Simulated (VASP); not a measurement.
# GaAs (F-43m) in VASP: notebook

Runs on GaAs. Level: PBE. Tasks: single point.

Everything below comes from runs of VASP 6.6.1. Logs are shortened: lines on timing, memory, paths and dates and some standing lists are left out, and cuts for length are marked.

## 1. The cell of the first run

The structure is cubic, space group F-43m (No. 216). The conventional cell has a = 5.667 Å, b = 5.667 Å, c = 5.667 Å, α = 90.00°, β = 90.00°, γ = 90.00°. Within 3.2 Å of Ga (site symmetry -43m) lie 4 As at 2.45 Å. Within 3.2 Å of As (site symmetry -43m) lie 4 Ga at 2.45 Å.

## 2. Single point, PBE (volume scaled by 0.960)

Contents of INCAR:

```
SYSTEM = GaAs
PREC = Accurate ; ENCUT = 520
EDIFF = 1E-6 ; ISMEAR = 0
SIGMA = 0.05 ; LREAL = .FALSE.
LASPH = .TRUE. ; NELM = 100
ALGO = Normal ; ISIF = 2
LWAVE = .FALSE. ; LCHARG = .TRUE.
GGA = PE ; LELF = .TRUE.
LVHAR = .TRUE. ; NBANDS = 16
```

Contents of KPOINTS:

```
Automatic mesh
0
G
  10 10 10
  0 0 0
```

Contents of POSCAR:

```
GaAs
1.0
    0.0000000000      2.8337025038      2.8337025038
    2.8337025038      0.0000000000      2.8337025038
    2.8337025038      2.8337025038      0.0000000000
Ga As
1 1
Direct
    0.0000000000      0.0000000000      0.0000000000
    0.7500000000      0.7500000000      0.7500000000
```

Potentials or basis: VASP PAW PBE potentials, release 64 (Ga_d, As).

The run is started by

```
$ cat potpaw_PBE.64/Ga_d/POTCAR potpaw_PBE.64/As/POTCAR > POTCAR
$ mpirun -np 1 vasp_std > vasp.out
```

OUTCAR:

```text
SYSTEM = GaAs
   PREC = Accurate
   ENCUT = 520
   EDIFF = 1E-6
   ISMEAR = 0
   LREAL = .FALSE.
   LASPH = .TRUE.
   NELM = 100
   ISIF = 2
   GGA = PE

 ion  position               nearest neighbor table
   1  0.000  0.000  0.000-   2 2.45   2 2.45   2 2.45   2 2.45
   2  0.750  0.750  0.750-   1 2.45   1 2.45   1 2.45   1 2.45

  LATTYP: Found a face centered cubic cell.
 ALAT       =     5.6674050076

  Lattice vectors:

 A1 = (   0.0000000000,   2.8337025038,   2.8337025038)
 A2 = (   2.8337025038,   0.0000000000,   2.8337025038)
 A3 = (   2.8337025038,   2.8337025038,   0.0000000000)

Analysis of symmetry for initial positions (statically):
=====================================================================
 Subroutine PRICEL returns:
 Original cell was already a primitive cell.

 Routine SETGRP: Setting up the symmetry group for a
 face centered cubic supercell.

 Subroutine GETGRP returns: Found 24 space group operations
 (whereof 24 operations were pure point group operations)
 out of a pool of 48 trial point group operations.

The static configuration has the point symmetry T_d .

Analysis of symmetry for dynamics (positions and initial velocities):
=====================================================================
 Subroutine PRICEL returns:
 Original cell was already a primitive cell.

 Routine SETGRP: Setting up the symmetry group for a
 face centered cubic supercell.

 Subroutine GETGRP returns: Found 24 space group operations
 (whereof 24 operations were pure point group operations)
 out of a pool of 48 trial point group operations.

The dynamic configuration has the point symmetry T_d .

 Subroutine INISYM returns: Found 24 space group operations
 (whereof 24 operations are pure point group operations),
 and found     1 'primitive' translations

----------------------------------------------------------------------------------------

                                     Primitive cell

  volume of cell :      45.5085

  direct lattice vectors                    reciprocal lattice vectors
     0.000000000  2.833702504  2.833702504    -0.176447598  0.176447598  0.176447598
     2.833702504  0.000000000  2.833702504     0.176447598 -0.176447598  0.176447598
     2.833702504  2.833702504  0.000000000     0.176447598  0.176447598 -0.176447598

  length of vectors
     4.007460513  4.007460513  4.007460513     0.305616204  0.305616204  0.305616204

[... 73 lines left out ...]
   ICHARG =      2    charge: 1-file 2-atom 10-const
   ISPIN  =      1    spin polarized calculation?
   LNONCOLLINEAR =      F non collinear calculations
   LSORBIT =      F    spin-orbit coupling
   LASPH  =      T    aspherical Exc in radial PAW
   ENCUT  =  520.0 eV  38.22 Ry    6.18 a.u.   7.45  7.45  7.45*2*pi/ulx,y,z
   NELM   =    100;   NELMIN=  2; NELMDL= -5     # of ELM steps
   EDIFF  = 0.1E-05   stopping-criterion for ELM
   LREAL  =      F    real-space projection
   EDIFFG = 0.1E-04   stopping-criterion for IOM
   NSW    =      0    number of steps for IOM
   IBRION =     -1    ionic relax: 0-MD 1-quasi-New 2-CG
   NFREE  =      0    steps in history (QN), initial steepest desc. (CG)
   ISIF   =      2    stress and relaxation
   ISYM   =      2    0-nonsym 1-usesym 2-fastsym
   POTIM  = 0.5000    time-step for ionic-motion
   TEBEG  =    0.0;   TEEND  =   0.0 temperature during run
   PSTRESS=    0.0 pullay stress
   NELECT =      18.0000    total number of electrons
   NUPDOWN=      -1.0000    fix difference up-down
   EMIN   =  10.00;   EMAX   =-10.00  energy-range for DOS
   EFERMI =   0.00;   METHOD = LEGACY
   ISMEAR =     0;   SIGMA  =   0.05  broadening in eV -4-tet -1-fermi 0-gaus
   EFERMI_NEDOS =   21; number of points for ismear=-14 and -15
   IALGO  =     38    algorithm
   IMIX   =      4    mixing-type and parameters
     AMIX     =   0.40;   BMIX     =  1.00
     AMIX_MAG =   1.60;   BMIX_MAG =  1.00
  volume/ion in A,a.u.               =      22.75       153.55
  Fermi-wavevector in a.u.,A,eV,Ry     =   1.201715  2.270912 19.648425  1.444118
  Thomas-Fermi vector in A             =   2.337516
   LORBIT       =      0    0 simple, 1 ext, 2 COOP (PROOUT), +10 PAW based schemes
   GGA     = PE    functional components
   LHFCALC =     F    Hartree Fock is set to
   AEXX    =    0.0000 exact exchange contribution
   IVDW    =     0    specifies the selected vdW correction
   LEPSILON=     F    determine dielectric tensor
   LRPA    =     F    only Hartree local field effects (RPA)
 non-spin polarized calculation
 Gauss-broadening in eV      SIGMA  =   0.05
  energy-cutoff  :      520.00
  volume of cell :       45.51
 maximum number of plane-waves:      1244
 NGX is ok and might be reduce to    30
   NGX = 15   NGY = 15   NGZ = 15

 number of electron      17.9999990 magnetization

 Free energy of the ion-electron system (eV)
  ---------------------------------------------------
  ext. energy  EPLUGINS =         0.00000000
  ---------------------------------------------------
  free energy    TOTEN  =        -8.25745663 eV

  energy without entropy =       -8.25745663  energy(sigma->0) =       -8.25745663

 E-fermi :   4.0821     XC(G=0):  -9.5557

 val. band max:        3.8630621327   @ k =   0.0000   0.0000   0.0000
 cond. band min:       4.3289703436   @ k =   0.0000   0.0000   0.0000
 fundamental gap:      0.4659082108
 Fermi energy:         4.0820644627

 k-point     1 :       0.0000    0.0000    0.0000
  band No.  band energies     occupation
      1     -10.9303      2.00000
      2     -10.9303      2.00000
      3     -10.9303      2.00000
      4     -10.8529      2.00000
      5     -10.8529      2.00000
      6      -8.8105      2.00000
[... 433 lines left out ...]
      3     -10.8937      2.00000
      4     -10.8700      2.00000
      5     -10.8435      2.00000
      6      -7.0945      2.00000
[... 8 lines left out ...]
     15      16.0951      0.00000
     16      16.6567      0.00000

 [... further k-points ...]
[... 5 lines left out ...]
  --------------------------------------------------------------------------------------
  -------------------------------------------------------------------------------------
  Total        0.8280962      0.8280962      0.8280962      0.0000000      0.0000000     -0.0000000
  in kB       29.1540320     29.1540320     29.1540320      0.0000000      0.0000000     -0.0000000
  external PRESSURE =      29.1540320 kB  Pullay stress =       0.0000000 kB

 VOLUME and BASIS-vectors are now :
 -----------------------------------------------------------------------------
  energy-cutoff  :      520.00
  volume of cell :       45.51
      direct lattice vectors                 reciprocal lattice vectors
     0.000000000  2.833702504  2.833702504    -0.176447598  0.176447598  0.176447598
     2.833702504  0.000000000  2.833702504     0.176447598 -0.176447598  0.176447598
     2.833702504  2.833702504  0.000000000     0.176447598  0.176447598 -0.176447598

 POSITION                                       TOTAL-FORCE (eV/Angst)
 -----------------------------------------------------------------------------------
      0.00000      0.00000      0.00000        -0.000000     -0.000000     -0.000000
      4.25055      4.25055      4.25055         0.000000      0.000000      0.000000
 -----------------------------------------------------------------------------------
    total drift:                               -0.000002     -0.000002     -0.000002

  FREE ENERGIE OF THE ION-ELECTRON SYSTEM (eV)
  ---------------------------------------------------
  free  energy   TOTEN  =        -8.2574566320 eV

  energy  without entropy=       -8.2574566320  energy(sigma->0) =       -8.25745663
```

OSZICAR:

```text
N       E                     dE             d eps       ncg     rms          rms(c)
DAV:   1     0.850090598804E+02    0.85009E+02   -0.89387E+03  1536   0.158E+03
DAV:   2    -0.169242112507E+01   -0.86701E+02   -0.82423E+02  1736   0.314E+02
DAV:   3    -0.831227435664E+01   -0.66199E+01   -0.65987E+01  1856   0.664E+01
DAV:   4    -0.841402168485E+01   -0.10175E+00   -0.10173E+00  1848   0.909E+00
DAV:   5    -0.841545960262E+01   -0.14379E-02   -0.14379E-02  1848   0.970E-01    0.288E+00
DAV:   6    -0.827540777681E+01    0.14005E+00   -0.21083E-01  2296   0.785E+00    0.174E+00
DAV:   7    -0.825611966404E+01    0.19288E-01   -0.62478E-02  1872   0.179E+00    0.560E-01
DAV:   8    -0.825694522048E+01   -0.82556E-03   -0.10120E-02  1808   0.113E+00    0.107E-01
DAV:   9    -0.825734067069E+01   -0.39545E-03   -0.93195E-04  1864   0.359E-01    0.506E-02
DAV:  10    -0.825740597606E+01   -0.65305E-04   -0.70635E-05  2040   0.862E-02    0.275E-02
DAV:  11    -0.825745633289E+01   -0.50357E-04   -0.70926E-05  1704   0.627E-02    0.313E-03
DAV:  12    -0.825745663204E+01   -0.29914E-06   -0.10815E-06  1592   0.150E-02
   1 F= -.82574566E+01 E0= -.82574566E+01  d E =-.394838E-12
```

stdout:

```text
POSCAR found type information on POSCAR GaAs
 POSCAR found :  2 types and       2 ions
 scaLAPACK will be used
 LDA part: xc-table for (Slater+PW92), standard interpolation
 POSCAR, INCAR and KPOINTS ok, starting setup
 FFT: planning ... GRIDC
 FFT: planning ... GRID_SOFT
 FFT: planning ... GRID
 WAVECAR not read
 entering main loop
```

Wall time 24 s (1 thread of Intel Xeon Platinum 8488C (Sapphire Rapids), shared host); peak memory 0.18 GiB.

Results:

```yaml
Free_energy: -8.2575 eV
Pressure: 2.9 GPa
Band_gap_on_the_k_mesh: 0.47 eV, direct
```

## 3. Single point, PBE (volume scaled by 0.980)

Contents of INCAR:

```
SYSTEM = GaAs
PREC = Accurate
ENCUT = 520
EDIFF = 1E-6
ISMEAR = 0
SIGMA = 0.05
LREAL = .False.
LASPH = .True.
NELM = 60
ALGO = Normal
ISIF = 2
LWAVE = .False.
LCHARG = .False.
GGA = PE
NBANDS = 16
```

Contents of KPOINTS:

```
regular mesh
0
Gamma
  10 10 10
  0 0 0
```

Contents of POSCAR:

```
GaAs
1.0
    0.0000000000      2.8532458973      2.8532458973
    2.8532458973      0.0000000000      2.8532458973
    2.8532458973      2.8532458973      0.0000000000
Ga As
1 1
Direct
    0.0000000000      0.0000000000      0.0000000000
    0.7500000000      0.7500000000      0.7500000000
```

Potentials or basis: VASP PAW PBE potentials, release 64 (Ga_d, As).

The run is started by

```
$ cat potpaw_PBE.64/Ga_d/POTCAR potpaw_PBE.64/As/POTCAR > POTCAR
$ mpirun -np 1 vasp_std > vasp.out
```

It took 28 s on 1 thread of Intel Xeon Platinum 8488C (Sapphire Rapids), shared host; peak memory 0.18 GiB.

Results (log left out):

```yaml
Free_energy: -8.2704 eV
Pressure: 1.5 GPa
Band_gap_on_the_k_mesh: 0.31 eV, direct
```

Levels at points of the mesh, in eV from the valence-band top:
```
           k point  band 5  band 6  band 7  band 8  band 9  band 10  band 11  band 12  band 13  band 14
(0.00, 0.00, 0.00)  -14.69  -12.53    0.00    0.00    0.00     0.31     3.72     3.72     3.72     7.50
(0.50, 0.00, 0.00)  -14.68  -10.85   -6.49   -1.10   -1.10     0.92     4.63     4.63     7.72    10.19
(0.50, 0.50, 0.00)  -14.67  -10.15   -6.69   -2.58   -2.58     1.52     1.67     9.95     9.95    10.73
```
